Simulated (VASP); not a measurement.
## SrTiO3 (l): single point with LDA

The system is SrTiO3 (l).

```
CELL_PARAMETERS angstrom
3.90307 0.00000 0.00000
0.00000 3.90307 0.00000
0.00000 0.00000 3.82681
ATOMIC_POSITIONS crystal
Sr 0.00000 0.00000 0.00000
Ti 0.50000 0.50000 0.50000
O 0.50000 0.50000 0.00000
O 0.50000 0.00000 0.50000
O 0.00000 0.50000 0.50000
```

* Program: VASP 6.6.1
* Task: single point
* Functional: LDA
* Potentials or basis: VASP PAW LDA potentials, release 64 (Sr_sv, Ti_sv, O)
* Cutoff: 600 eV
* k mesh: 8 × 8 × 8
* Occupations: gaussian, width 0.02 eV
* Spin: no spin polarisation

The pressure is -2.6 GPa. The band gap on the k mesh is 1.75 eV, indirect (least direct gap 2.09 eV).

Stress tensor (GPa, compression positive):
```
-4.31  0.00  0.00
 0.00 -4.31  0.00
 0.00  0.00  0.92
```

Levels at points of the mesh, in eV from the valence-band top:
```csv
k point,band 18,band 19,band 20,band 21,band 22,band 23
"(0.00, 0.00, 0.00)",-0.37,-0.37,-0.34,1.75,1.79,1.79
"(0.50, 0.00, 0.00)",-2.12,-0.74,-0.74,1.97,3.77,3.78
"(0.50, 0.50, 0.00)",-1.70,-1.70,-0.16,3.78,3.78,4.22
"(0.00, 0.00, 0.50)",-2.14,-0.77,-0.77,1.96,3.97,3.97
"(0.50, 0.00, 0.50)",-1.58,-1.58,-0.10,3.78,3.98,4.34
"(0.50, 0.50, 0.50)",-0.05,0.00,0.00,4.48,4.59,4.59
```

Run time: 2.9 min on 1 thread of Intel Xeon 8259CL (shared host), peak memory 0.27 GiB.

A k mesh can miss the band edges.
